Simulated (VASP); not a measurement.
# Y (P6_3/mmc) in VASP: notebook

Y is run at these levels: PBEsol; tasks: relaxation of shape and atoms at fixed volume.

Program: VASP 6.6.1. These are calculated values, not measurements. Logs are shortened: lines on timing, memory, paths and dates and some standing lists are left out, and cuts for length are marked.

## Step 1: The cell of the first run

It takes space group P6_3/mmc (No. 194, hexagonal). Conventional cell: a = 3.524 Å, b = 3.524 Å, c = 5.471 Å, α = 90.00°, β = 90.00°, γ = 120.00°. Within 4.5 Å of Y (site symmetry -6m2) lie 12 Y at 3.41 to 3.52 Å.

## Step 2: Relaxation of shape and atoms at fixed volume, PBEsol (29.43 Å³/atom)

Input file INCAR:

```
ALGO = Fast ; EDIFF = 1E-7
EDIFFG = -0.01 ; ENCUT = 600
GGA = PS ; IBRION = 2
ISIF = 4 ; ISMEAR = 0
LASPH = True ; LCHARG = False
LREAL = False ; LWAVE = False
NELM = 60 ; NSW = 50
PREC = Accurate ; SIGMA = 0.1
```

Input file KPOINTS:

```
k-points
0
Gamma
  12 12 8
```

Input file POSCAR:

```
Y
1.0
    3.5243268934      0.0000000000      0.0000000000
   -1.7621634467      3.0521566209      0.0000000000
    0.0000000000      0.0000000000      5.4713528077
Y
2
Direct
    0.3333333333      0.6666666667      0.2500000000
    0.6666666667      0.3333333333      0.7500000000
```

Potentials or basis: VASP PAW PBE potentials, release 64 (Y_sv).

On the command line:

```
$ cat potpaw_PBE.64/Y_sv/POTCAR > POTCAR
$ mpirun -np 1 vasp_std > vasp.out
```

OUTCAR:

```text
EDIFF = 1E-7
   EDIFFG = -0.01
   ENCUT = 600
   GGA = PS
   IBRION = 2
   ISIF = 4
   ISMEAR = 0
   LASPH = True
   LREAL = False
   NELM = 60
   NSW = 50
   PREC = Accurate

 ion  position               nearest neighbor table
   1  0.333  0.667  0.250-   2 3.41   2 3.41   2 3.41   2 3.41   2 3.41   2 3.41
   2  0.667  0.333  0.750-   1 3.41   1 3.41   1 3.41   1 3.41   1 3.41   1 3.41

  LATTYP: Found a hexagonal cell.
 ALAT       =     3.5243268934
 C/A-ratio  =     1.5524532693

  Lattice vectors:

 A1 = (   3.5243268934,   0.0000000000,   0.0000000000)
 A2 = (  -1.7621634467,   3.0521566209,   0.0000000000)
 A3 = (   0.0000000000,   0.0000000000,   5.4713528077)

Analysis of symmetry for initial positions (statically):
=====================================================================
 Subroutine PRICEL returns:
 Original cell was already a primitive cell.

 Routine SETGRP: Setting up the symmetry group for a
 hexagonal supercell.

 Subroutine GETGRP returns: Found 24 space group operations
 (whereof 12 operations were pure point group operations)
 out of a pool of 24 trial point group operations.

The static configuration has the point symmetry D_3d.
 The point group associated with its full space group is D_6h.

Analysis of symmetry for dynamics (positions and initial velocities):
=====================================================================
 Subroutine PRICEL returns:
 Original cell was already a primitive cell.

 Routine SETGRP: Setting up the symmetry group for a
 hexagonal supercell.

 Subroutine GETGRP returns: Found 24 space group operations
 (whereof 12 operations were pure point group operations)
 out of a pool of 24 trial point group operations.

The dynamic configuration has the point symmetry D_3d.
 The point group associated with its full space group is D_6h.

 Subroutine INISYM returns: Found 24 space group operations
 (whereof 12 operations are pure point group operations),
 and found     1 'primitive' translations

----------------------------------------------------------------------------------------

                                     Primitive cell

  volume of cell :      58.8542

  direct lattice vectors                    reciprocal lattice vectors
     3.524326893  0.000000000  0.000000000     0.283742124  0.163818592  0.000000000
    -1.762163447  3.052156621  0.000000000     0.000000000  0.327637184  0.000000000
     0.000000000  0.000000000  5.471352808     0.000000000  0.000000000  0.182770155

  length of vectors
     3.524326893  3.524326893  5.471352808     0.327637184  0.327637184  0.182770155

  position of ions in fractional coordinates (direct lattice)
     0.333333333  0.666666667  0.250000000
     0.666666667  0.333333333  0.750000000

  ion indices of the primitive-cell ions
   primitive index   ion index
                 1           1
                 2           2

----------------------------------------------------------------------------------------

 KPOINTS: k-points

Automatic generation of k-mesh.
 Grid dimensions read from file:
 generate k-points for:   12   12    8

 Generating k-lattice:

  Cartesian coordinates                     Fractional coordinates (reciprocal lattice)
     0.023645177  0.013651549  0.000000000     0.083333333  0.000000000  0.000000000
     0.000000000  0.027303099  0.000000000     0.000000000  0.083333333  0.000000000
     0.000000000  0.000000000  0.022846269     0.000000000  0.000000000  0.125000000

  Length of vectors
     0.027303099  0.027303099  0.022846269

  Shift w.r.t. Gamma in fractional coordinates (k-lattice)
     0.000000000  0.000000000  0.000000000

 Subroutine IBZKPT returns following result:
 ===========================================

 Found     95 irreducible k-points:

 Following reciprocal coordinates:
            Coordinates               Weight
  0.000000  0.000000  0.000000      1.000000
  0.083333 -0.000000  0.000000      6.000000
  0.166667  0.000000  0.000000      6.000000
  0.250000  0.000000  0.000000      6.000000
  0.333333  0.000000  0.000000      6.000000
  0.416667 -0.000000  0.000000      6.000000
[... 16 lines left out ...]
  0.250000  0.000000  0.125000     12.000000
  0.333333  0.000000  0.125000     12.000000
 [... further k-points ...]
   k-points           NKPTS =     95   k-points in BZ     NKDIM =     95   number of bands    NBANDS=     15
   number of dos      NEDOS =    301   number of ions     NIONS =      2
   total plane-waves  NPLWV =  37632
   dimension x,y,z NGX =    28 NGY =   28 NGZ =   48
   dimension x,y,z NGXF=    56 NGYF=   56 NGZF=   96
   ions per type =               2
   NGX,Y,Z   is equivalent  to a cutoff of  13.21, 13.21, 14.58 a.u.
   NGXF,Y,Z  is equivalent  to a cutoff of  26.42, 26.42, 29.17 a.u.
 SYSTEM =  unknown system
   PREC   = accura    normal or accurate (medium, high low for compatibility)
   ISTART =      0    job   : 0-new  1-cont  2-samecut
   ICHARG =      2    charge: 1-file 2-atom 10-const
   ISPIN  =      1    spin polarized calculation?
   LNONCOLLINEAR =      F non collinear calculations
   LSORBIT =      F    spin-orbit coupling
   LASPH  =      T    aspherical Exc in radial PAW
   ENCUT  =  600.0 eV  44.10 Ry    6.64 a.u.   7.04  7.04 10.93*2*pi/ulx,y,z
   NELM   =     60;   NELMIN=  2; NELMDL= -5     # of ELM steps
   EDIFF  = 0.1E-06   stopping-criterion for ELM
   LREAL  =      F    real-space projection
   EDIFFG = -.1E-01   stopping-criterion for IOM
   NSW    =     50    number of steps for IOM
   IBRION =      2    ionic relax: 0-MD 1-quasi-New 2-CG
   NFREE  =      1    steps in history (QN), initial steepest desc. (CG)
   ISIF   =      4    stress and relaxation
   ISYM   =      2    0-nonsym 1-usesym 2-fastsym
   POTIM  = 0.5000    time-step for ionic-motion
   TEBEG  =    0.0;   TEEND  =   0.0 temperature during run
   PSTRESS=    0.0 pullay stress
   NELECT =      22.0000    total number of electrons
   NUPDOWN=      -1.0000    fix difference up-down
   EMIN   =  10.00;   EMAX   =-10.00  energy-range for DOS
   EFERMI =   0.00;   METHOD = LEGACY
   ISMEAR =     0;   SIGMA  =   0.10  broadening in eV -4-tet -1-fermi 0-gaus
   EFERMI_NEDOS =   21; number of points for ismear=-14 and -15
   IALGO  =     68    algorithm
   IMIX   =      4    mixing-type and parameters
     AMIX     =   0.40;   BMIX     =  1.00
     AMIX_MAG =   1.60;   BMIX_MAG =  1.00
  volume/ion in A,a.u.               =      29.43       198.58
  Fermi-wavevector in a.u.,A,eV,Ry     =   1.179297  2.228548 18.922182  1.390741
  Thomas-Fermi vector in A             =   2.315610
   LORBIT       =      0    0 simple, 1 ext, 2 COOP (PROOUT), +10 PAW based schemes
   GGA     = PS    functional components
   LHFCALC =     F    Hartree Fock is set to
   AEXX    =    0.0000 exact exchange contribution
   IVDW    =     0    specifies the selected vdW correction
   LEPSILON=     F    determine dielectric tensor
   LRPA    =     F    only Hartree local field effects (RPA)
 conjugate gradient relaxation of ions
 non-spin polarized calculation
 RMM-DIIS sequential band-by-band and
 Gauss-broadening in eV      SIGMA  =   0.10
  energy-cutoff  :      600.00
  volume of cell :       58.85
 maximum number of plane-waves:      1983
   NGX = 15   NGY = 15   NGZ = 21

--------------------------------------- Ionic step        1  -------------------------------------------

 number of electron      22.0000000 magnetization

 Free energy of the ion-electron system (eV)
  ---------------------------------------------------
  ext. energy  EPLUGINS =         0.00000000
  ---------------------------------------------------
  free energy    TOTEN  =       -13.61997454 eV

  energy without entropy =      -13.60375062  energy(sigma->0) =      -13.61186258

------------------------ aborting loop because EDIFF is reached ----------------------------------------

  FORCE on cell =-STRESS in cart. coord.  units (eV):
  Direction    XX          YY          ZZ          XY          YZ          ZX
  --------------------------------------------------------------------------------------
  -------------------------------------------------------------------------------------
  Total        0.9806369      0.9806369      1.0196165      0.0000000      0.0000000      0.0000000
  in kB       26.6956875     26.6956875     27.7568207      0.0000000      0.0000000      0.0000000
  external PRESSURE =      27.0493986 kB  Pullay stress =       0.0000000 kB

 VOLUME and BASIS-vectors are now :
 -----------------------------------------------------------------------------
  energy-cutoff  :      600.00
  volume of cell :       58.85
      direct lattice vectors                 reciprocal lattice vectors
     3.524326893  0.000000000  0.000000000     0.283742124  0.163818592  0.000000000
    -1.762163447  3.052156621  0.000000000     0.000000000  0.327637184  0.000000000
     0.000000000  0.000000000  5.471352808     0.000000000  0.000000000  0.182770155

 POSITION                                       TOTAL-FORCE (eV/Angst)
 -----------------------------------------------------------------------------------
     -0.00000      2.03477      1.36784         0.000000     -0.000000      0.000000
      1.76216      1.01739      4.10351        -0.000000      0.000000      0.000000
 -----------------------------------------------------------------------------------
    total drift:                                0.000000     -0.000000      0.000000

  FREE ENERGIE OF THE ION-ELECTRON SYSTEM (eV)
  ---------------------------------------------------
  free  energy   TOTEN  =       -13.6199745360 eV

  energy  without entropy=      -13.6037506201  energy(sigma->0) =      -13.61186258

--------------------------------------- Ionic step        2  -------------------------------------------

 number of electron      22.0000000 magnetization

 Free energy of the ion-electron system (eV)
  ---------------------------------------------------
  ext. energy  EPLUGINS =         0.00000000
  ---------------------------------------------------
  free energy    TOTEN  =       -13.61999242 eV

  energy without entropy =      -13.60370922  energy(sigma->0) =      -13.61185082

 E-fermi :   3.4398     XC(G=0):  -9.9721

 val. band max:        3.4223160545   @ k =   0.2500   0.0000   0.0000
 cond. band min:       3.4478578601   @ k =   0.1667   0.0833   0.3750
 fundamental gap:      0.0255418055
 Fermi energy:         3.4398319885

 k-point     1 :       0.0000    0.0000    0.0000
  band No.  band energies     occupation
      1     -38.9085      2.00000
      2     -38.7857      2.00000
      3     -19.3699      2.00000
      4     -18.6799      2.00000
      5     -18.6799      2.00000
      6     -18.5476      2.00000
      7     -18.5476      2.00000
      8     -18.4935      2.00000
      9      -1.4306      2.00000
     10       1.3959      2.00000
     11       4.7801      0.00000
     12       5.2431      0.00000
     13       5.2431      0.00000
     14       5.6814      0.00000
     15       5.9612      0.00000
[... 397 lines left out ...]
 k-point    24 :       0.3333    0.0000    0.1250
  band No.  band energies     occupation
      1     -38.8386      2.00000
      2     -38.7733      2.00000
      3     -19.1781      2.00000
      4     -19.0250      2.00000
      5     -18.9559      2.00000
      6     -18.8002      2.00000
      7     -18.6247      2.00000
      8     -18.6105      2.00000
      9       0.7483      2.00000
     10       2.4022      2.00000
     11       2.8742      2.00000
     12       3.6183      0.01159
     13       4.9601      0.00000
     14       5.2467      0.00000
     15       5.3928      0.00000

 [... further k-points ...]

------------------------ aborting loop because EDIFF is reached ----------------------------------------

  FORCE on cell =-STRESS in cart. coord.  units (eV):
  Direction    XX          YY          ZZ          XY          YZ          ZX
  --------------------------------------------------------------------------------------
  -------------------------------------------------------------------------------------
  Total        0.9875222      0.9875222      1.0059171      0.0000000     -0.0000000      0.0000000
  in kB       26.8831239     26.8831239     27.3838856      0.0000000     -0.0000000      0.0000000
  external PRESSURE =      27.0500445 kB  Pullay stress =       0.0000000 kB

 VOLUME and BASIS-vectors are now :
 -----------------------------------------------------------------------------
  energy-cutoff  :      600.00
  volume of cell :       58.85
      direct lattice vectors                 reciprocal lattice vectors
     3.523222670  0.000000000  0.000000000     0.283831053  0.163869935 -0.000000000
    -1.761611335  3.051200335 -0.000000000     0.000000000  0.327739870 -0.000000000
     0.000000000  0.000000000  5.474782931    -0.000000000  0.000000000  0.182655644

 POSITION                                       TOTAL-FORCE (eV/Angst)
 -----------------------------------------------------------------------------------
     -0.00000      2.03413      1.36870        -0.000000      0.000000      0.000000
      1.76161      1.01707      4.10609         0.000000     -0.000000      0.000000
 -----------------------------------------------------------------------------------
    total drift:                                0.000000     -0.000000      0.000000

  FREE ENERGIE OF THE ION-ELECTRON SYSTEM (eV)
  ---------------------------------------------------
  free  energy   TOTEN  =       -13.6199924242 eV

  energy  without entropy=      -13.6037092236  energy(sigma->0) =      -13.61185082

 reached required accuracy - stopping structural energy minimisation
```

Wall time 1.8 min (1 thread of AMD EPYC 9R45 (Zen 5), shared host); peak memory 0.24 GiB.

Results:

| Property | Result |
| --- | --- |
| Free energy | -13.6200 eV |
| Energy gained by relaxing | 0.0 meV/atom |
| Ionic steps | 2 |
| Pressure after relaxing | 2.7 GPa |
| Band gap on the k mesh | zero (bands 11 and 12 overlap by 1.78 eV) |

Final structure:
```cif
data_structure
_symmetry_space_group_name_H-M 'P 1'
_symmetry_Int_Tables_number 1
_cell_length_a 3.5232
_cell_length_b 3.5232
_cell_length_c 5.4748
_cell_angle_alpha 90.000
_cell_angle_beta 90.000
_cell_angle_gamma 120.000
_cell_volume 58.85
loop_
_atom_site_label
_atom_site_type_symbol
_atom_site_fract_x
_atom_site_fract_y
_atom_site_fract_z
_atom_site_occupancy
Y1 Y 0.33333 0.66667 0.25000 1
Y2 Y 0.66667 0.33333 0.75000 1
```

Caveat: the PAW data sets were made with another functional, which shifts forces and pressure a little.

(Continued in part 2 of 2.)

The gap in the log of VASP goes by the Fermi energy; the results here count the filled bands.